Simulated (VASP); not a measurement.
Input of a VASP 6.6.1 run:

The input POSCAR:

```
Hf
1.0
   -1.7928855410      1.7928855410      1.7928855410
    1.7928855410     -1.7928855410      1.7928855410
    1.7928855410      1.7928855410     -1.7928855410
Hf
1
Direct
    0.0000000000      0.0000000000      0.0000000000
```

The input INCAR.step1:

```
SYSTEM = Hf
ALGO = Normal ; EDIFF = 1E-5
ENCUT = 520 ; GGA = PE
ISIF = 2 ; ISMEAR = -1
LASPH = .TRUE. ; LREAL = .FALSE.
LWAVE = .TRUE. ; NBANDS = 11
NELM = 100 ; PREC = Accurate
SIGMA = 0.05
```

The input INCAR.step2:

```
SYSTEM = Hf
ALGO = Normal ; EDIFF = 1E-7
ENCUT = 520 ; GGA = PE
HFSCREEN = 0.2079 ; ISIF = 2
ISMEAR = -1 ; ISTART = 1
LASPH = .TRUE. ; LCHARG = .TRUE.
LELF = .TRUE. ; LHFCALC = .TRUE.
LREAL = .FALSE. ; LVHAR = .TRUE.
LWAVE = .FALSE. ; NBANDS = 11
NELM = 100 ; PREC = Accurate
PRECFOCK = Normal ; SIGMA = 0.05
```

KPOINTS

```
k-points
0
G
  6 6 6
  0 0 0
```

Potentials or basis: VASP PAW PBE potentials, release 64 (Hf_pv).

Run with:

```bash
$ cat potpaw_PBE.64/Hf_pv/POTCAR > POTCAR
$ cp INCAR.step1 INCAR
$ mpirun -np 1 vasp_std > vasp.out
$ cp INCAR.step2 INCAR
$ mpirun -np 1 vasp_std > vasp.out
```

**Question.** Predict the pressure.

**Answer.** -2.0 GPa.

**Question.** What does it give for the band gap on the k mesh?

**Answer.** Zero (bands 5 and 6 overlap by 2.94 eV).

Caveat: the k points lie up to 0.41 Å⁻¹ apart, too coarse for converged energies and pressures of a metal; the PAW data sets were made with another functional, which shifts forces and pressure a little; spin-orbit coupling is left out, which moves the levels of the heavy elements.
